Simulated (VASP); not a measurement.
# Al (Fm-3m) in VASP: further runs

Al is run at these levels: PBEsol; tasks: electric field gradients.

Program: VASP 6.6.1. These are calculated values, not measurements. Logs are shortened: lines on timing, memory, paths and dates and some standing lists are left out, and cuts for length are marked.

### 1 The cell of the first run

It takes space group Fm-3m (No. 225, cubic). Conventional cell: a = 4.048 Å, b = 4.048 Å, c = 4.048 Å, α = 90.00°, β = 90.00°, γ = 90.00°. Within 3.8 Å of Al (site symmetry m-3m) lie 12 Al at 2.86 Å.

### 2 Electric field gradients, PBEsol

Input file INCAR:

```
PREC = Accurate
ENCUT = 520
EDIFF = 1E-8
ISMEAR = -1
SIGMA = 0.05
LREAL = F
LASPH = T
NELM = 100
ALGO = Normal
ISIF = 2
LWAVE = F
LCHARG = F
GGA = PS
LEFG = T
NBANDS = 8
```

Input file KPOINTS:

```
regular mesh
0
Gamma
  14 14 14
```

Input file POSCAR:

```
Al
1.0
    0.0000000000      2.0239800000      2.0239800000
    2.0239800000      0.0000000000      2.0239800000
    2.0239800000      2.0239800000      0.0000000000
Al
1
Direct
    0.0000000000      0.0000000000      0.0000000000
```

Potentials or basis: VASP PAW PBE potentials, release 64 (Al).

Run with:

```sh
$ cat potpaw_PBE.64/Al/POTCAR > POTCAR
$ mpirun -np 1 vasp_std > vasp.out
```

OUTCAR:

```text
PREC = Accurate
   ENCUT = 520
   EDIFF = 1E-8
   ISMEAR = -1
   LREAL = F
   LASPH = T
   NELM = 100
   ISIF = 2
   GGA = PS

 ion  position               nearest neighbor table
   1  0.000  0.000  0.000-

  LATTYP: Found a face centered cubic cell.
 ALAT       =     4.0479600000

  Lattice vectors:

 A1 = (   0.0000000000,   2.0239800000,   2.0239800000)
 A2 = (   2.0239800000,   0.0000000000,   2.0239800000)
 A3 = (   2.0239800000,   2.0239800000,   0.0000000000)

Analysis of symmetry for initial positions (statically):
[... 5 lines left out ...]
 face centered cubic supercell.

 Subroutine GETGRP returns: Found 48 space group operations
 (whereof 48 operations were pure point group operations)
 out of a pool of 48 trial point group operations.

The static configuration has the point symmetry O_h .

Analysis of symmetry for dynamics (positions and initial velocities):
[... 5 lines left out ...]
 face centered cubic supercell.

 Subroutine GETGRP returns: Found 48 space group operations
 (whereof 48 operations were pure point group operations)
 out of a pool of 48 trial point group operations.

The dynamic configuration has the point symmetry O_h .

 Subroutine INISYM returns: Found 48 space group operations
 (whereof 48 operations are pure point group operations),
 and found     1 'primitive' translations

----------------------------------------------------------------------------------------

                                     Primitive cell

  volume of cell :      16.5824

  direct lattice vectors                    reciprocal lattice vectors
     0.000000000  2.023980000  2.023980000    -0.247038014  0.247038014  0.247038014
     2.023980000  0.000000000  2.023980000     0.247038014 -0.247038014  0.247038014
     2.023980000  2.023980000  0.000000000     0.247038014  0.247038014 -0.247038014

  length of vectors
     2.862339966  2.862339966  2.862339966     0.427882392  0.427882392  0.427882392

  position of ions in fractional coordinates (direct lattice)
     0.000000000  0.000000000  0.000000000

  ion indices of the primitive-cell ions
   primitive index   ion index
                 1           1

----------------------------------------------------------------------------------------

 KPOINTS: regular mesh

Automatic generation of k-mesh.
 Grid dimensions read from file:
 generate k-points for:   14   14   14

 Generating k-lattice:

  Cartesian coordinates                     Fractional coordinates (reciprocal lattice)
    -0.017645572  0.017645572  0.017645572     0.071428571  0.000000000  0.000000000
     0.017645572 -0.017645572  0.017645572     0.000000000  0.071428571  0.000000000
     0.017645572  0.017645572 -0.017645572     0.000000000  0.000000000  0.071428571

  Length of vectors
     0.030563028  0.030563028  0.030563028

  Shift w.r.t. Gamma in fractional coordinates (k-lattice)
     0.000000000  0.000000000  0.000000000

 Subroutine IBZKPT returns following result:
 ===========================================

 Found    104 irreducible k-points:

 Following reciprocal coordinates:
            Coordinates               Weight
  0.000000  0.000000  0.000000      1.000000
  0.071429  0.000000  0.000000      8.000000
  0.142857  0.000000  0.000000      8.000000
  0.214286  0.000000  0.000000      8.000000
  0.285714  0.000000  0.000000      8.000000
  0.357143  0.000000  0.000000      8.000000
[... 16 lines left out ...]
  0.214286  0.142857  0.000000     24.000000
  0.285714  0.142857  0.000000     24.000000
 [... further k-points ...]
   k-points           NKPTS =    104   k-points in BZ     NKDIM =    104   number of bands    NBANDS=      8
   number of dos      NEDOS =    301   number of ions     NIONS =      1
   total plane-waves  NPLWV =  13824
   dimension x,y,z NGX =    24 NGY =   24 NGZ =   24
   dimension x,y,z NGXF=    48 NGYF=   48 NGZF=   48
   ions per type =               1
   NGX,Y,Z   is equivalent  to a cutoff of  13.94, 13.94, 13.94 a.u.
   NGXF,Y,Z  is equivalent  to a cutoff of  27.88, 27.88, 27.88 a.u.
 SYSTEM =  unknown system
   PREC   = accura    normal or accurate (medium, high low for compatibility)
   ISTART =      0    job   : 0-new  1-cont  2-samecut
   ICHARG =      2    charge: 1-file 2-atom 10-const
   ISPIN  =      1    spin polarized calculation?
   LNONCOLLINEAR =      F non collinear calculations
   LSORBIT =      F    spin-orbit coupling
   LASPH  =      T    aspherical Exc in radial PAW
   ENCUT  =  520.0 eV  38.22 Ry    6.18 a.u.   5.32  5.32  5.32*2*pi/ulx,y,z
   NELM   =    100;   NELMIN=  2; NELMDL= -5     # of ELM steps
   EDIFF  = 0.1E-07   stopping-criterion for ELM
   LREAL  =      F    real-space projection
   EDIFFG = 0.1E-06   stopping-criterion for IOM
   NSW    =      0    number of steps for IOM
   IBRION =     -1    ionic relax: 0-MD 1-quasi-New 2-CG
   NFREE  =      0    steps in history (QN), initial steepest desc. (CG)
   ISIF   =      2    stress and relaxation
   ISYM   =      2    0-nonsym 1-usesym 2-fastsym
   POTIM  = 0.5000    time-step for ionic-motion
   TEBEG  =    0.0;   TEEND  =   0.0 temperature during run
   PSTRESS=    0.0 pullay stress
   NELECT =       3.0000    total number of electrons
   NUPDOWN=      -1.0000    fix difference up-down
   EMIN   =  10.00;   EMAX   =-10.00  energy-range for DOS
[... 5 lines left out ...]
     AMIX     =   0.40;   BMIX     =  1.00
     AMIX_MAG =   1.60;   BMIX_MAG =  1.00
  volume/ion in A,a.u.               =      16.58       111.90
  Fermi-wavevector in a.u.,A,eV,Ry     =   0.925903  1.749704 11.664236  0.857297
  Thomas-Fermi vector in A             =   2.051808
   LORBIT       =      0    0 simple, 1 ext, 2 COOP (PROOUT), +10 PAW based schemes
   GGA     = PS    functional components
   LHFCALC =     F    Hartree Fock is set to
   AEXX    =    0.0000 exact exchange contribution
   IVDW    =     0    specifies the selected vdW correction
   LEPSILON=     F    determine dielectric tensor
   LRPA    =     F    only Hartree local field effects (RPA)
 non-spin polarized calculation
  energy-cutoff  :      520.00
  volume of cell :       16.58
 maximum number of plane-waves:       459
 NGX is ok and might be reduce to    24
   NGX = 11   NGY = 11   NGZ = 11

 number of electron       3.0000000 magnetization

 Free energy of the ion-electron system (eV)
  ---------------------------------------------------
  ext. energy  EPLUGINS =         0.00000000
  ---------------------------------------------------
  free energy    TOTEN  =        -4.08407455 eV

  energy without entropy =       -4.07989341  energy(sigma->0) =       -4.08198398

 E-fermi :   7.8667     XC(G=0): -10.2391

 val. band max:        7.8636158562   @ k =  -0.3571   0.4286   0.2143
 cond. band min:       7.9092258533   @ k =   0.5000   0.2857   0.0000
 fundamental gap:      0.0456099971
 Fermi energy:         7.8667168662

 k-point     1 :       0.0000    0.0000    0.0000
  band No.  band energies     occupation
      1      -3.1978      2.00000
      2      20.4651      0.00000
      3      20.4651      0.00000
      4      20.4651      0.00000
      5      21.9183      0.00000
      6      21.9183      0.00000
      7      21.9183      0.00000
      8      24.3450      0.00000

 k-point     2 :       0.0714    0.0000    0.0000
  band No.  band energies     occupation
      1      -3.0596      2.00000
      2      18.3315      0.00000
      3      20.0031      0.00000
      4      20.0031      0.00000
      5      22.5791      0.00000
      6      22.5927      0.00000
      7      22.5927      0.00000
      8      25.7224      0.00000

 k-point     3 :       0.1429    0.0000    0.0000
  band No.  band energies     occupation
      1      -2.6458      2.00000
      2      15.4586      0.00000
      3      19.3687      0.00000
      4      19.3687      0.00000
      5      22.5007      0.00000
      6      23.7124      0.00000
      7      23.7124      0.00000
      8      25.2094      0.00000
[... 210 lines left out ...]
 k-point    23 :       0.2143    0.1429    0.0000
  band No.  band energies     occupation
      1      -1.9589      2.00000
      2      14.8345      0.00000
      3      16.7066      0.00000
      4      17.9481      0.00000
      5      19.7481      0.00000
      6      20.7384      0.00000
      7      26.5587      0.00000
      8      26.8565      0.00000

 k-point    24 :       0.2857    0.1429    0.0000
  band No.  band energies     occupation
      1      -1.1845      2.00000
      2      12.1620      0.00000
      3      16.2827      0.00000
      4      17.8199      0.00000
      5      18.2270      0.00000
      6      22.0873      0.00000
      7      25.9870      0.00000
      8      26.5622      0.00000

 [... further k-points ...]
[... 5 lines left out ...]
  --------------------------------------------------------------------------------------
  -------------------------------------------------------------------------------------
  Total       -0.2127596     -0.2127596     -0.2127596     -0.0000000     -0.0000000      0.0000000
  in kB      -20.5565941    -20.5565941    -20.5565941     -0.0000000     -0.0000000      0.0000000
  external PRESSURE =     -20.5565941 kB  Pullay stress =       0.0000000 kB

 VOLUME and BASIS-vectors are now :
 -----------------------------------------------------------------------------
  energy-cutoff  :      520.00
  volume of cell :       16.58
      direct lattice vectors                 reciprocal lattice vectors
     0.000000000  2.023980000  2.023980000    -0.247038014  0.247038014  0.247038014
     2.023980000  0.000000000  2.023980000     0.247038014 -0.247038014  0.247038014
     2.023980000  2.023980000  0.000000000     0.247038014  0.247038014 -0.247038014

 POSITION                                       TOTAL-FORCE (eV/Angst)
 -----------------------------------------------------------------------------------
      0.00000      0.00000      0.00000         0.000000      0.000000      0.000000
 -----------------------------------------------------------------------------------
    total drift:                                0.000000     -0.000000     -0.000000

  FREE ENERGIE OF THE ION-ELECTRON SYSTEM (eV)
  ---------------------------------------------------
  free  energy   TOTEN  =        -4.0840745528 eV

  energy  without entropy=       -4.0798934053  energy(sigma->0) =       -4.08198398

 Electric field gradients (V/A^2)
---------------------------------------------------------------------
 ion       V_xx      V_yy      V_zz      V_xy      V_xz      V_yz
---------------------------------------------------------------------
   1       0.000     0.000     0.000     0.000     0.000     0.000
---------------------------------------------------------------------

 Electric field gradients after diagonalization (V/A^2)
 (convention: |V_zz| > |V_xx| > |V_yy|)
----------------------------------------------------------------------
 ion       V_xx      V_yy      V_zz     asymmetry (V_yy - V_xx)/ V_zz
----------------------------------------------------------------------
   1      -0.000    -0.000     0.000       0.000
----------------------------------------------------------------------

           NMR quadrupolar parameters

 Cq : quadrupolar parameter    Cq=e*Q*V_zz/h
 eta: asymmetry parameters     (V_yy - V_xx)/ V_zz
 Q  : nuclear electric quadrupole moment in mb (millibarn)
----------------------------------------------------------------------
 ion       Cq(MHz)       eta       Q (mb)
----------------------------------------------------------------------
   1       0.000       0.000       1.000
----------------------------------------------------------------------
```

Run time: 31 s. Hardware: 1 thread of AMD EPYC 7R13, shared host; peak memory 0.1 GiB.

What came out:

* Free energy: -4.0841 eV
* Pressure: -2.1 GPa

Caveat: without QUAD_EFG the Cq values of the log hold for a quadrupole moment of 1 mb, not for the nuclei; the PAW data sets were made with another functional, which shifts forces and pressure a little.

[end of part 1 of 3]
